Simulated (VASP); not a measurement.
# Fe (Fm-3m) in VASP: notebook, part 2 of 2

VASP 6.6.1.

## (3) Single point, PBE

This run uses another cell than the first one, of 10.27 Å³/atom, 0.980 times its volume.

INCAR

```
  PREC = Accurate
  ENCUT = 520
  EDIFF = 1E-6
  ISMEAR = -1
  SIGMA = 0.06122561905347299
  LREAL = False
  LASPH = True
  NELM = 100
  ALGO = Normal
  ISIF = 2
  LWAVE = False
  LCHARG = False
  GGA = PE
  NBANDS = 10
```

KPOINTS

```
regular mesh
0
Gamma
  54 54 54
```

POSCAR

```
Fe
1.0
    0.0000000000      1.7250450174      1.7250450174
    1.7250450174      0.0000000000      1.7250450174
    1.7250450174      1.7250450174      0.0000000000
Fe
1
Direct
    0.0000000000      0.0000000000      0.0000000000
```

Potentials or basis: VASP PAW PBE potentials, release 64 (Fe).

Command:

```console
$ cat potpaw_PBE.64/Fe/POTCAR > POTCAR
$ mpirun -np 1 vasp_std > vasp.out
```

OUTCAR:

```text
PREC = Accurate
   ENCUT = 520
   EDIFF = 1E-6
   ISMEAR = -1
   LREAL = False
   LASPH = True
   NELM = 100
   ISIF = 2
   GGA = PE

 ion  position               nearest neighbor table
   1  0.000  0.000  0.000-

  LATTYP: Found a face centered cubic cell.
 ALAT       =     3.4500900348

  Lattice vectors:

 A1 = (   0.0000000000,   1.7250450174,   1.7250450174)
 A2 = (   1.7250450174,   0.0000000000,   1.7250450174)
 A3 = (   1.7250450174,   1.7250450174,   0.0000000000)

Analysis of symmetry for initial positions (statically):
=====================================================================
 Subroutine PRICEL returns:
 Original cell was already a primitive cell.

 Routine SETGRP: Setting up the symmetry group for a
 face centered cubic supercell.

 Subroutine GETGRP returns: Found 48 space group operations
 (whereof 48 operations were pure point group operations)
 out of a pool of 48 trial point group operations.

The static configuration has the point symmetry O_h .

Analysis of symmetry for dynamics (positions and initial velocities):
=====================================================================
 Subroutine PRICEL returns:
 Original cell was already a primitive cell.

 Routine SETGRP: Setting up the symmetry group for a
 face centered cubic supercell.

 Subroutine GETGRP returns: Found 48 space group operations
 (whereof 48 operations were pure point group operations)
 out of a pool of 48 trial point group operations.

The dynamic configuration has the point symmetry O_h .

 Subroutine INISYM returns: Found 48 space group operations
 (whereof 48 operations are pure point group operations),
 and found     1 'primitive' translations

[... 106 lines left out ...]
   EFERMI =   0.00;   METHOD = LEGACY
   ISMEAR =    -1;   SIGMA  =   0.06  broadening in eV -4-tet -1-fermi 0-gaus
   EFERMI_NEDOS =   21; number of points for ismear=-14 and -15
   IALGO  =     38    algorithm
   IMIX   =      4    mixing-type and parameters
     AMIX     =   0.40;   BMIX     =  1.00
     AMIX_MAG =   1.60;   BMIX_MAG =  1.00
  volume/ion in A,a.u.               =      10.27        69.28
  Fermi-wavevector in a.u.,A,eV,Ry     =   1.506472  2.846819 30.877849  2.269458
  Thomas-Fermi vector in A             =   2.617185
   LORBIT       =      0    0 simple, 1 ext, 2 COOP (PROOUT), +10 PAW based schemes
   GGA     = PE    functional components
   LHFCALC =     F    Hartree Fock is set to
   AEXX    =    0.0000 exact exchange contribution
   IVDW    =     0    specifies the selected vdW correction
   LEPSILON=     F    determine dielectric tensor
   LRPA    =     F    only Hartree local field effects (RPA)
 non-spin polarized calculation
  energy-cutoff  :      520.00
  volume of cell :       10.27
 maximum number of plane-waves:       291
   NGX =  9   NGY =  9   NGZ =  9

 number of electron       8.0000007 magnetization

 Free energy of the ion-electron system (eV)
  ---------------------------------------------------
  ext. energy  EPLUGINS =         0.00000000
  ---------------------------------------------------
  free energy    TOTEN  =        -8.08587855 eV

  energy without entropy =       -8.06439147  energy(sigma->0) =       -8.07513501

 E-fermi :   6.7632     XC(G=0): -13.7487

 val. band max:        6.7627302915   @ k =   0.1481   0.0741   0.0185
 cond. band min:       6.7635909057   @ k =   0.1111   0.0741   0.0000
 fundamental gap:      0.0008606142
 Fermi energy:         6.7632237383

 k-point     1 :       0.0000    0.0000    0.0000
  band No.  band energies     occupation
      1      -2.0496      2.00000
      2       5.1457      2.00000
      3       5.1457      2.00000
      4       5.1457      2.00000
      5       6.6901      1.53532
      6       6.6901      1.53532
      7      30.0662      0.00000
      8      35.5499      0.00000
      9      35.5499      0.00000
     10      35.5499      0.00000
[... 287 lines left out ...]
 k-point    24 :       0.4259    0.0000    0.0000
  band No.  band energies     occupation
      1       1.8797      2.00000
      2       5.1006      2.00000
      3       5.1006      2.00000
      4       6.3043      1.99889
      5       7.6337      0.00000
      6       7.6337      0.00000
      7      16.1620      0.00000
      8      28.8391      0.00000
      9      33.7811      0.00000
     10      33.7811      0.00000

 [... further k-points ...]
[... 5 lines left out ...]
  --------------------------------------------------------------------------------------
  -------------------------------------------------------------------------------------
  Total       -0.0464353     -0.0464353     -0.0464353      0.0000000     -0.0000000      0.0000000
  in kB       -7.2464892     -7.2464892     -7.2464892      0.0000000     -0.0000000      0.0000000
  external PRESSURE =      -7.2464892 kB  Pullay stress =       0.0000000 kB

 VOLUME and BASIS-vectors are now :
 -----------------------------------------------------------------------------
  energy-cutoff  :      520.00
  volume of cell :       10.27
      direct lattice vectors                 reciprocal lattice vectors
     0.000000000  1.725045017  1.725045017    -0.289847508  0.289847508  0.289847508
     1.725045017  0.000000000  1.725045017     0.289847508 -0.289847508  0.289847508
     1.725045017  1.725045017  0.000000000     0.289847508  0.289847508 -0.289847508

 POSITION                                       TOTAL-FORCE (eV/Angst)
 -----------------------------------------------------------------------------------
      0.00000      0.00000      0.00000         0.000000     -0.000000      0.000000
 -----------------------------------------------------------------------------------
    total drift:                                0.000000     -0.000000      0.000000

  FREE ENERGIE OF THE ION-ELECTRON SYSTEM (eV)
  ---------------------------------------------------
  free  energy   TOTEN  =        -8.0858785489 eV

  energy  without entropy=       -8.0643914742  energy(sigma->0) =       -8.07513501
```

OSZICAR:

```text
N       E                     dE             d eps       ncg     rms          rms(c)
DAV:   1     0.164646184023E+02    0.16465E+02   -0.44052E+03 82070   0.106E+03
DAV:   2    -0.912509673772E+01   -0.25590E+02   -0.24042E+02 78166   0.132E+02
DAV:   3    -0.965387066224E+01   -0.52877E+00   -0.52545E+00 85544   0.239E+01
DAV:   4    -0.965588653852E+01   -0.20159E-02   -0.20156E-02 82530   0.135E+00
DAV:   5    -0.965590046046E+01   -0.13922E-04   -0.13922E-04 82986   0.109E-01    0.121E+01
DAV:   6    -0.821132191774E+01    0.14446E+01   -0.13075E+01 84380   0.563E+01    0.191E+00
DAV:   7    -0.810528493060E+01    0.10604E+00   -0.70430E-01 85212   0.128E+01    0.736E-01
DAV:   8    -0.809111444827E+01    0.14170E-01   -0.88369E-03114254   0.920E-01    0.325E-01
DAV:   9    -0.808589190838E+01    0.52225E-02   -0.37381E-03 95804   0.381E-01    0.551E-02
DAV:  10    -0.808587949603E+01    0.12412E-04   -0.36850E-05105210   0.776E-02    0.183E-02
DAV:  11    -0.808587854892E+01    0.94711E-06   -0.11891E-06 51394   0.103E-02
   1 F= -.80858785E+01 E0= -.80751350E+01  d E =-.214871E-01
```

stdout:

```text
POSCAR found type information on POSCAR Fe
 POSCAR found :  1 types and       1 ions
 scaLAPACK will be used
 LDA part: xc-table for (Slater+PW92), standard interpolation
 POSCAR, INCAR and KPOINTS ok, starting setup
 FFT: planning ... GRIDC
 FFT: planning ... GRID_SOFT
 FFT: planning ... GRID
 WAVECAR not read
 entering main loop
```

Wall time 5.3 min (1 thread of Oxide Virtual Turin-like, shared host); peak memory 0.47 GiB.

What came out:

| Property | Result |
| --- | --- |
| Free energy | -8.0859 eV |
| Pressure | -0.7 GPa |
| Band gap on the k mesh | zero (band 4 reaches 8.03 eV, above the bottom of band 5 at 5.96 eV) |

Levels at points of the mesh, in eV from the Fermi level:
| k point | band 1 | band 2 | band 3 | band 4 | band 5 | band 6 | band 7 | band 8 | band 9 |
| --- | --- | --- | --- | --- | --- | --- | --- | --- | --- |
| (0.00, 0.00, 0.00) | -8.81 | -1.62 | -1.62 | -1.62 | -0.07 | -0.07 | 23.30 | 28.79 | 28.79 |
| (0.50, 0.00, 0.00) | -4.82 | -1.71 | -1.71 | 0.20 | 0.99 | 0.99 | 8.31 | 21.87 | 26.98 |
| (0.50, 0.50, 0.00) | -4.92 | -4.17 | 0.96 | 1.26 | 1.26 | 3.26 | 11.71 | 16.23 | 16.23 |

Caveat: the run has no spin polarisation, though such a crystal can be magnetic.

## (4) Single point, PBE

INCAR

```
SYSTEM = Fe
  PREC = Accurate
  ENCUT = 520
  EDIFF = 1E-6
  ISMEAR = -1
  SIGMA = 0.06122561905347299
  LREAL = .False.
  LASPH = .True.
  NELM = 80
  ALGO = Normal
  ISIF = 2
  LWAVE = .False.
  LCHARG = .True.
  GGA = PE
  LELF = .True.
  LVHAR = .True.
  NBANDS = 10
```

KPOINTS

```
regular mesh
0
Gamma
  54 54 54
  0 0 0
```

POSCAR

```
Fe
1.0
    0.0000000000      1.7364694895      1.7364694895
    1.7364694895      0.0000000000      1.7364694895
    1.7364694895      1.7364694895      0.0000000000
Fe
1
Direct
    0.0000000000      0.0000000000      0.0000000000
```

Command:

```console
$ cat potpaw_PBE.64/Fe/POTCAR > POTCAR
$ mpirun -np 1 vasp_std > vasp.out
```

Run time: 5.2 min. Hardware: 1 thread of Oxide Virtual Turin-like, shared host; peak memory 0.47 GiB.

Results (log left out):

| Item | Value |
| --- | --- |
| Free energy | -8.0814 eV |
| Pressure | -6.0 GPa |
| Band gap on the k mesh | zero (band 4 reaches 7.77 eV, above the bottom of band 5 at 5.77 eV) |

Levels at points of the mesh, in eV from the Fermi level:
```
           k point  band 2  band 3  band 4  band 5  band 6  band 7
(0.00, 0.00, 0.00)   -1.57   -1.57   -1.57   -0.07   -0.07   23.14
(0.50, 0.00, 0.00)   -1.66   -1.66    0.20    0.96    0.96    8.11
(0.50, 0.50, 0.00)   -4.05    0.93    1.23    1.23    3.20   11.49
```

Caveat: the run has no spin polarisation, though such a crystal can be magnetic. Spin polarisation is off, so any magnetic state and its effect on volume and gap are missing.

## (5) Single point, PBE

This run uses another cell than the first one, of 10.68 Å³/atom, 1.020 times its volume.

INCAR

```
PREC     = Accurate       # precision mode
ENCUT    = 520            # plane-wave cutoff, eV
EDIFF    = 1E-7           # SCF threshold, eV
ISMEAR   = -1             # smearing method
SIGMA    = 0.06122561905347299 # smearing width, eV
LREAL    = F              # projectors in reciprocal space
LASPH    = T              # aspherical terms in the spheres
NELM     = 60             # most SCF steps
ALGO     = Normal         # electronic algorithm
ISIF     = 2              # what is computed and relaxed
LWAVE    = F              # write WAVECAR
LCHARG   = F              # write CHGCAR
GGA      = PE             # functional
NBANDS   = 10             # bands
```

KPOINTS

```
Automatic mesh
0
Gamma
  54 54 54
```

POSCAR

```
Fe
1.0
    0.0000000000      1.7477455814      1.7477455814
    1.7477455814      0.0000000000      1.7477455814
    1.7477455814      1.7477455814      0.0000000000
Fe
1
Direct
    0.0000000000      0.0000000000      0.0000000000
```

Potentials or basis: VASP PAW PBE potentials, release 64 (Fe).

Command:

```console
$ cat potpaw_PBE.64/Fe/POTCAR > POTCAR
$ mpirun -np 1 vasp_std > vasp.out
```

OUTCAR:

```text
PREC = Accurate
   ENCUT = 520
   EDIFF = 1E-7
   ISMEAR = -1
   LREAL = F
   LASPH = T
   NELM = 60
   ISIF = 2
   GGA = PE

 ion  position               nearest neighbor table
   1  0.000  0.000  0.000-

  LATTYP: Found a face centered cubic cell.
 ALAT       =     3.4954911628

  Lattice vectors:

 A1 = (   0.0000000000,   1.7477455814,   1.7477455814)
 A2 = (   1.7477455814,   0.0000000000,   1.7477455814)
 A3 = (   1.7477455814,   1.7477455814,   0.0000000000)

Analysis of symmetry for initial positions (statically):
=====================================================================
 Subroutine PRICEL returns:
 Original cell was already a primitive cell.

 Routine SETGRP: Setting up the symmetry group for a
 face centered cubic supercell.

 Subroutine GETGRP returns: Found 48 space group operations
 (whereof 48 operations were pure point group operations)
 out of a pool of 48 trial point group operations.

The static configuration has the point symmetry O_h .

Analysis of symmetry for dynamics (positions and initial velocities):
=====================================================================
 Subroutine PRICEL returns:
[... 162 lines left out ...]
  band No.  band energies     occupation
      1      -2.2564      2.00000
      2       4.8043      2.00000
      3       4.8043      2.00000
      4       4.8043      2.00000
      5       6.2606      1.52318
      6       6.2606      1.52318
      7      29.3041      0.00000
      8      34.5050      0.00000
      9      34.5050      0.00000
     10      34.5050      0.00000
[... 287 lines left out ...]
 k-point    24 :       0.4259    0.0000    0.0000
  band No.  band energies     occupation
      1       1.6587      2.00000
      2       4.7639      2.00000
      3       4.7639      2.00000
      4       5.8907      1.99851
      5       7.1515      0.00000
      6       7.1515      0.00000
      7      15.3407      0.00000
      8      28.0911      0.00000
      9      32.6108      0.00000
     10      32.6108      0.00000

 [... further k-points ...]

------------------------ aborting loop because EDIFF is reached ----------------------------------------

  FORCE on cell =-STRESS in cart. coord.  units (eV):
  Direction    XX          YY          ZZ          XY          YZ          ZX
  --------------------------------------------------------------------------------------
  -------------------------------------------------------------------------------------
  Total       -0.7171676     -0.7171676     -0.7171676      0.0000000      0.0000000     -0.0000000
  in kB     -107.6134617   -107.6134617   -107.6134617      0.0000000      0.0000000     -0.0000000
  external PRESSURE =    -107.6134617 kB  Pullay stress =       0.0000000 kB

 VOLUME and BASIS-vectors are now :
 -----------------------------------------------------------------------------
  energy-cutoff  :      520.00
  volume of cell :       10.68
      direct lattice vectors                 reciprocal lattice vectors
     0.000000000  1.747745581  1.747745581    -0.286082829  0.286082829  0.286082829
     1.747745581  0.000000000  1.747745581     0.286082829 -0.286082829  0.286082829
     1.747745581  1.747745581  0.000000000     0.286082829  0.286082829 -0.286082829

 POSITION                                       TOTAL-FORCE (eV/Angst)
 -----------------------------------------------------------------------------------
      0.00000      0.00000      0.00000         0.000000      0.000000      0.000000
 -----------------------------------------------------------------------------------
    total drift:                                0.000000     -0.000000      0.000000

  FREE ENERGIE OF THE ION-ELECTRON SYSTEM (eV)
  ---------------------------------------------------
  free  energy   TOTEN  =        -8.0705750912 eV

  energy  without entropy=       -8.0477481783  energy(sigma->0) =       -8.05916163
```

Run time: 5 min. Hardware: 1 thread of Oxide Virtual Turin-like, shared host; peak memory 0.48 GiB.

What came out:

| Quantity | Value |
| --- | --- |
| Free energy | -8.0706 eV |
| Pressure | -10.8 GPa |
| Band gap on the k mesh | zero (band 4 reaches 7.52 eV, above the bottom of band 5 at 5.58 eV) |

Caveat: the run has no spin polarisation, though such a crystal can be magnetic.

## (6) The runs side by side

```csv
cell,k mesh,gap on the mesh (eV),pressure (GPa)
"a = 2.456 Å, angles 60.0°, 1 atom",27 × 27 × 27,none,-6.0
"a = 2.440 Å, angles 60.0°, 1 atom",54 × 54 × 54,none,-0.7
"a = 2.456 Å, angles 60.0°, 1 atom",54 × 54 × 54,none,-6.0
"a = 2.472 Å, angles 60.0°, 1 atom",54 × 54 × 54,none,-10.8
```

Alike in all rows: task single point; level PBE; potentials or basis VASP PAW PBE potentials, release 64 (Fe); no spin polarisation; cutoff (eV) 520; smearing fermi-dirac 0.0612256 eV.

Caveats: the run has no spin polarisation, though such a crystal can be magnetic.

Total energies depend on the potentials used, so only differences within one code and one set of settings carry meaning.
